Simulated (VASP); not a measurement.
# I (Cmce) in VASP: a series of runs

The runs below take I through single point, with r2SCAN.

Program: VASP 6.6.1. These are calculated values, not measurements. Logs are shortened: lines on timing, memory, paths and dates and some standing lists are left out, and cuts for length are marked.

## (1) The cell of the first run

The structure is orthorhombic, space group Cmce (No. 64). Conventional cell: a = 8.255 Å, b = 4.625 Å, c = 9.981 Å, α = 90.00°, β = 90.00°, γ = 90.00°. Within 3.7 Å of I (site symmetry m) lie 3 I at 2.77 to 3.48 Å.

## (2) Single point, r2SCAN

Input file POSCAR:

```
I
1.0
    4.1274648873     -2.3125402448      0.0000000000
    4.1274648873      2.3125402448      0.0000000000
    0.0000000000      0.0000000000      9.9810769511
I
4
Direct
    0.8489491731      0.1510508269      0.1199874751
    0.1510508269      0.8489491731      0.8800125249
    0.3489491731      0.6510508269      0.3800125249
    0.6510508269      0.3489491731      0.6199874751
```

Input file INCAR.step1:

```
SYSTEM = I
ALGO = Normal ; EDIFF = 1E-4
ENCUT = 520 ; GGA = PE
ISMEAR = 0 ; LASPH = .True.
LCHARG = .False. ; LREAL = .False.
LWAVE = .True. ; NBANDS = 22
NELM = 80 ; PREC = Accurate
SIGMA = 0.05
```

Input file INCAR.step2:

```
SYSTEM = I
ALGO = Normal ; EDIFF = 1E-6
ENCUT = 520 ; ISIF = 2
ISMEAR = 0 ; ISTART = 1
LASPH = .True. ; LCHARG = .False.
LMIXTAU = .True. ; LREAL = .False.
LWAVE = .False. ; METAGGA = R2SCAN
NBANDS = 22 ; NELM = 80
PREC = Accurate ; SIGMA = 0.05
```

Input file KPOINTS:

```
k-points
0
Gamma
  6 6 4
  0 0 0
```

Potentials or basis: VASP PAW PBE potentials, release 64 (I).

On the command line:

```bash
$ cat potpaw_PBE.64/I/POTCAR > POTCAR
$ cp INCAR.step1 INCAR
$ mpirun -np 1 vasp_std > vasp.out
$ cp INCAR.step2 INCAR
$ mpirun -np 1 vasp_std > vasp.out
```

OUTCAR:

```text
SYSTEM = I
   EDIFF = 1E-6
   ENCUT = 520
   ISIF = 2
   ISMEAR = 0
   ISTART = 1
   LASPH = .True.
   LREAL = .False.
   METAGGA = R2SCAN
   NELM = 80
   PREC = Accurate

 ion  position               nearest neighbor table
   1  0.849  0.151  0.120-   2 2.77   3 3.48   3 3.48
   2  0.151  0.849  0.880-   1 2.77   4 3.48   4 3.48
   3  0.349  0.651  0.380-   4 2.77   1 3.48   1 3.48
   4  0.651  0.349  0.620-   3 2.77   2 3.48   2 3.48

  LATTYP: Found a base centered orthorhombic cell.
 ALAT       =     4.6250804896
 B/A-ratio  =     1.7848186195
 C/A-ratio  =     2.1580331355

  Lattice vectors:

 A1 = (  -4.1274648873,  -2.3125402448,   0.0000000000)
 A2 = (   4.1274648873,  -2.3125402448,   0.0000000000)
 A3 = (   0.0000000000,   0.0000000000,   9.9810769511)

Analysis of symmetry for initial positions (statically):
=====================================================================
 Subroutine PRICEL returns:
 Original cell was already a primitive cell.

 Routine SETGRP: Setting up the symmetry group for a
 base centered orthorhombic supercell.

 Subroutine GETGRP returns: Found  8 space group operations
 (whereof  4 operations were pure point group operations)
 out of a pool of  8 trial point group operations.

The static configuration has the point symmetry C_2h.
 The point group associated with its full space group is D_2h.

Analysis of symmetry for dynamics (positions and initial velocities):
=====================================================================
 Subroutine PRICEL returns:
 Original cell was already a primitive cell.

 Routine SETGRP: Setting up the symmetry group for a
 base centered orthorhombic supercell.

 Subroutine GETGRP returns: Found  8 space group operations
 (whereof  4 operations were pure point group operations)
 out of a pool of  8 trial point group operations.

The dynamic configuration has the point symmetry C_2h.
 The point group associated with its full space group is D_2h.

 Subroutine INISYM returns: Found  8 space group operations
 (whereof  4 operations are pure point group operations),
 and found     1 'primitive' translations

----------------------------------------------------------------------------------------

                                     Primitive cell

  volume of cell :     190.5373

  direct lattice vectors                    reciprocal lattice vectors
     4.127464887 -2.312540245  0.000000000     0.121139734 -0.216212453  0.000000000
     4.127464887  2.312540245  0.000000000     0.121139734  0.216212453  0.000000000
     0.000000000  0.000000000  9.981076951     0.000000000  0.000000000  0.100189589

  length of vectors
     4.731153007  4.731153007  9.981076951     0.247835954  0.247835954  0.100189589

  position of ions in fractional coordinates (direct lattice)
     0.848949173  0.151050827  0.119987475
     0.151050827  0.848949173  0.880012525
     0.348949173  0.651050827  0.380012525
     0.651050827  0.348949173  0.619987475

  ion indices of the primitive-cell ions
   primitive index   ion index
                 1           1
                 2           2
                 3           3
                 4           4

----------------------------------------------------------------------------------------

 KPOINTS: k-points

Automatic generation of k-mesh.
 Grid dimensions read from file:
 generate k-points for:    6    6    4

 Generating k-lattice:

  Cartesian coordinates                     Fractional coordinates (reciprocal lattice)
     0.020189956 -0.036035409  0.000000000     0.166666667  0.000000000  0.000000000
     0.020189956  0.036035409  0.000000000     0.000000000  0.166666667  0.000000000
     0.000000000  0.000000000  0.025047397     0.000000000  0.000000000  0.250000000

  Length of vectors
     0.041305992  0.041305992  0.025047397

  Shift w.r.t. Gamma in fractional coordinates (k-lattice)
     0.000000000  0.000000000  0.000000000

 Subroutine IBZKPT returns following result:
 ===========================================

 Found     39 irreducible k-points:

 Following reciprocal coordinates:
            Coordinates               Weight
  0.000000  0.000000  0.000000      1.000000
  0.166667  0.000000  0.000000      4.000000
  0.333333  0.000000  0.000000      4.000000
  0.500000  0.000000  0.000000      2.000000
  0.166667  0.166667  0.000000      2.000000
  0.333333  0.166667  0.000000      4.000000
[... 16 lines left out ...]
  0.333333  0.333333  0.250000      4.000000
  0.500000  0.333333  0.250000      8.000000
 [... further k-points ...]
   k-points           NKPTS =     39   k-points in BZ     NKDIM =     39   number of bands    NBANDS=     22
   number of dos      NEDOS =    301   number of ions     NIONS =      4
   total plane-waves  NPLWV = 103680
   dimension x,y,z NGX =    36 NGY =   36 NGZ =   80
   dimension x,y,z NGXF=    72 NGYF=   72 NGZF=  160
   ions per type =               4
   NGX,Y,Z   is equivalent  to a cutoff of  12.65, 12.65, 13.32 a.u.
   NGXF,Y,Z  is equivalent  to a cutoff of  25.30, 25.30, 26.65 a.u.
 SYSTEM =  I
   PREC   = accura    normal or accurate (medium, high low for compatibility)
   ISTART =      1    job   : 0-new  1-cont  2-samecut
   ICHARG =      0    charge: 1-file 2-atom 10-const
   ISPIN  =      1    spin polarized calculation?
   LNONCOLLINEAR =      F non collinear calculations
   LSORBIT =      F    spin-orbit coupling
   LASPH  =      T    aspherical Exc in radial PAW
   ENCUT  =  520.0 eV  38.22 Ry    6.18 a.u.   8.80  8.80 18.56*2*pi/ulx,y,z
   NELM   =     80;   NELMIN=  2; NELMDL=  0     # of ELM steps
   EDIFF  = 0.1E-05   stopping-criterion for ELM
   LREAL  =      F    real-space projection
   EDIFFG = 0.1E-04   stopping-criterion for IOM
   NSW    =      0    number of steps for IOM
   IBRION =     -1    ionic relax: 0-MD 1-quasi-New 2-CG
   NFREE  =      0    steps in history (QN), initial steepest desc. (CG)
   ISIF   =      2    stress and relaxation
   ISYM   =      2    0-nonsym 1-usesym 2-fastsym
   POTIM  = 0.5000    time-step for ionic-motion
   TEBEG  =    0.0;   TEEND  =   0.0 temperature during run
   PSTRESS=    0.0 pullay stress
   NELECT =      28.0000    total number of electrons
   NUPDOWN=      -1.0000    fix difference up-down
   EMIN   =  10.00;   EMAX   =-10.00  energy-range for DOS
   EFERMI =   0.00;   METHOD = LEGACY
   ISMEAR =     0;   SIGMA  =   0.05  broadening in eV -4-tet -1-fermi 0-gaus
   EFERMI_NEDOS =   21; number of points for ismear=-14 and -15
   IALGO  =     38    algorithm
   IMIX   =      4    mixing-type and parameters
     AMIX     =   0.40;   BMIX     =  1.00
     AMIX_MAG =   1.60;   BMIX_MAG =  1.00
  volume/ion in A,a.u.               =      47.63       321.45
  Fermi-wavevector in a.u.,A,eV,Ry     =   0.863908  1.632549 10.154531  0.746337
  Thomas-Fermi vector in A             =   1.981927
   LORBIT       =      0    0 simple, 1 ext, 2 COOP (PROOUT), +10 PAW based schemes
   METAGGA = R2SCAN    functional components
   LHFCALC =     F    Hartree Fock is set to
   AEXX    =    0.0000 exact exchange contribution
   IVDW    =     0    specifies the selected vdW correction
   LEPSILON=     F    determine dielectric tensor
   LRPA    =     F    only Hartree local field effects (RPA)
 non-spin polarized calculation
 Gauss-broadening in eV      SIGMA  =   0.05
  energy-cutoff  :      520.00
  volume of cell :      190.54
 maximum number of plane-waves:      5156
   NGX = 17   NGY = 17   NGZ = 37

 number of electron      27.9999999 magnetization

 Free energy of the ion-electron system (eV)
  ---------------------------------------------------
  ext. energy  EPLUGINS =         0.00000000
  ---------------------------------------------------
  free energy    TOTEN  =       -98.20654609 eV

  energy without entropy =      -98.20654609  energy(sigma->0) =      -98.20654609

 E-fermi :   1.5730     XC(G=0):  -7.8572

 val. band max:        1.3222142233   @ k =   0.0000   0.0000   0.0000
 cond. band min:       2.5268950282   @ k =   0.5000   0.5000   0.0000
 fundamental gap:      1.2046808049
 Fermi energy:         1.5729690951

 k-point     1 :       0.0000    0.0000    0.0000
  band No.  band energies     occupation
      1     -12.4440      2.00000
      2     -11.8599      2.00000
      3     -10.6591      2.00000
      4      -9.5534      2.00000
      5      -3.2341      2.00000
      6      -1.7640      2.00000
[... 14 lines left out ...]
     21       9.4932      0.00000
     22       9.6326      0.00000

 k-point     2 :       0.1667    0.0000    0.0000
  band No.  band energies     occupation
      1     -12.3600      2.00000
      2     -11.8418      2.00000
      3     -10.5905      2.00000
      4      -9.6416      2.00000
      5      -3.2162      2.00000
      6      -2.0610      2.00000
[... 14 lines left out ...]
     21       8.9393      0.00000
     22       9.4309      0.00000

 k-point     3 :       0.3333    0.0000    0.0000
  band No.  band energies     occupation
      1     -12.1505      2.00000
      2     -11.8352      2.00000
      3     -10.4076      2.00000
      4      -9.8723      2.00000
      5      -3.2389      2.00000
      6      -2.7412      2.00000
[... 14 lines left out ...]
     21       9.2050      0.00000
     22      10.0383      0.00000

 k-point     4 :       0.5000    0.0000    0.0000
  band No.  band energies     occupation
      1     -11.9356      2.00000
      2     -11.9356      2.00000
      3     -10.1543      2.00000
      4     -10.1543      2.00000
      5      -3.1768      2.00000
      6      -3.1768      2.00000
[... 14 lines left out ...]
     21      10.3063      0.00000
     22      10.3063      0.00000

 k-point     5 :       0.1667    0.1667    0.0000
  band No.  band energies     occupation
      1     -12.4104      2.00000
      2     -11.8353      2.00000
      3     -10.6287      2.00000
      4      -9.5449      2.00000
      5      -3.2009      2.00000
      6      -1.7961      2.00000
[... 14 lines left out ...]
     21       9.0658      0.00000
     22       9.3137      0.00000

 k-point     6 :       0.3333    0.1667    0.0000
  band No.  band energies     occupation
      1     -12.3056      2.00000
      2     -11.8057      2.00000
      3     -10.5415      2.00000
      4      -9.6336      2.00000
      5      -3.1699      2.00000
      6      -2.1191      2.00000
[... 14 lines left out ...]
     21       9.0128      0.00000
     22       9.3809      0.00000

 k-point     7 :       0.5000    0.1667    0.0000
  band No.  band energies     occupation
      1     -12.1046      2.00000
      2     -11.8174      2.00000
      3     -10.3636      2.00000
      4      -9.8805      2.00000
      5      -3.2043      2.00000
      6      -2.7948      2.00000
[... 324 lines left out ...]
      6      -2.7533      2.00000
[... 14 lines left out ...]
     21       9.4688      0.00000
     22       9.9395      0.00000

 k-point    21 :      -0.3333    0.1667    0.2500
  band No.  band energies     occupation
      1     -11.9454      2.00000
      2     -11.9257      2.00000
      3     -10.1714      2.00000
      4     -10.1389      2.00000
      5      -3.0847      2.00000
      6      -3.0283      2.00000
[... 14 lines left out ...]
     21       9.5116      0.00000
     22       9.9142      0.00000

 k-point    22 :      -0.1667    0.1667    0.2500
  band No.  band energies     occupation
      1     -12.1343      2.00000
      2     -11.9053      2.00000
      3     -10.3362      2.00000
      4      -9.9431      2.00000
      5      -3.1513      2.00000
      6      -2.6994      2.00000
[... 14 lines left out ...]
     21       9.2052      0.00000
     22       9.3170      0.00000

 k-point    23 :       0.3333    0.3333    0.2500
  band No.  band energies     occupation
      1     -12.2838      2.00000
      2     -11.9073      2.00000
      3     -10.3807      2.00000
      4      -9.6644      2.00000
      5      -2.9677      2.00000
      6      -2.0980      2.00000
[... 14 lines left out ...]
     21       9.1628      0.00000
     22       9.6338      0.00000

 k-point    24 :       0.5000    0.3333    0.2500
  band No.  band energies     occupation
      1     -12.1980      2.00000
      2     -11.8691      2.00000
      3     -10.3393      2.00000
      4      -9.7389      2.00000
      5      -3.0015      2.00000
      6      -2.3443      2.00000
[... 14 lines left out ...]
     21       9.5916      0.00000
     22       9.6396      0.00000

 [... further k-points ...]
[... 5 lines left out ...]
  --------------------------------------------------------------------------------------
  -------------------------------------------------------------------------------------
  Total       -0.5055766     -0.3970938     -0.5201194      0.0000000      0.0000000      0.0000000
  in kB       -4.2512579     -3.3390554     -4.3735446      0.0000000      0.0000000      0.0000000
  external PRESSURE =      -3.9879526 kB  Pullay stress =       0.0000000 kB

 VOLUME and BASIS-vectors are now :
 -----------------------------------------------------------------------------
  energy-cutoff  :      520.00
  volume of cell :      190.54
      direct lattice vectors                 reciprocal lattice vectors
     4.127464887 -2.312540245  0.000000000     0.121139734 -0.216212453  0.000000000
     4.127464887  2.312540245  0.000000000     0.121139734  0.216212453  0.000000000
     0.000000000  0.000000000  9.981076951     0.000000000  0.000000000  0.100189589

 POSITION                                       TOTAL-FORCE (eV/Angst)
 -----------------------------------------------------------------------------------
      4.12746     -1.61392      1.19760         0.000000     -0.008407     -0.024379
      4.12746      1.61392      8.78347         0.000000      0.008407      0.024379
      4.12746      0.69862      3.79293         0.000000     -0.008407      0.024379
      4.12746     -0.69862      6.18814         0.000000      0.008407     -0.024379
 -----------------------------------------------------------------------------------
    total drift:                               -0.000000     -0.000000     -0.000000

  FREE ENERGIE OF THE ION-ELECTRON SYSTEM (eV)
  ---------------------------------------------------
  free  energy   TOTEN  =       -98.2065460858 eV

  energy  without entropy=      -98.2065460858  energy(sigma->0) =      -98.20654609
```

Wall time 3.4 min (1 thread of Intel Xeon 6975P-C (Granite Rapids), shared host); peak memory 0.4 GiB.

Results:

```yaml
Free_energy: -98.2065 eV
Pressure: -0.4 GPa
Largest_force: 0.026 eV/Å
Band_gap_on_the_k_mesh: 1.20 eV, indirect (least direct gap 1.24 eV)
```

Forces in eV/Å, atoms in the order of the input:
```
I    0.000 -0.008 -0.024
I    0.000  0.008  0.024
I    0.000 -0.008  0.024
I    0.000  0.008 -0.024
```

Stress tensor (GPa, compression positive):
```
-0.43  0.00  0.00
 0.00 -0.33  0.00
 0.00  0.00 -0.44
```

Levels at points of the mesh, in eV from the valence-band top:
| k point | band 10 | band 11 | band 12 | band 13 | band 14 | band 15 | band 16 | band 17 | band 18 | band 19 |
| --- | --- | --- | --- | --- | --- | --- | --- | --- | --- | --- |
| (0.00, 0.00, 0.00) | -1.35 | -1.23 | -0.55 | -0.53 | 0.00 | 1.24 | 2.19 | 5.33 | 5.77 | 5.84 |
| (0.50, 0.00, 0.00) | -1.84 | -1.38 | -1.38 | -0.67 | -0.67 | 2.27 | 2.27 | 5.86 | 5.86 | 7.66 |
| (0.50, 0.50, 0.00) | -1.72 | -1.66 | -1.32 | -0.62 | -0.29 | 1.20 | 2.05 | 5.69 | 6.56 | 6.69 |
| (0.00, 0.00, 0.50) | -1.58 | -0.94 | -0.94 | -0.23 | -0.23 | 1.61 | 1.61 | 5.74 | 5.74 | 6.55 |
| (0.50, 0.00, 0.50) | -1.91 | -0.77 | -0.77 | -0.11 | -0.11 | 1.59 | 1.59 | 6.20 | 6.20 | 6.91 |
| (0.50, 0.50, 0.50) | -1.73 | -1.06 | -1.06 | -0.89 | -0.89 | 1.54 | 1.54 | 6.57 | 6.57 | 7.48 |

Caveat: the PAW data sets were made with another functional, which shifts forces and pressure a little; spin-orbit coupling is left out, which moves the levels of the heavy elements. A k mesh can miss the band edges.

(Continued in part 2 of 2.)
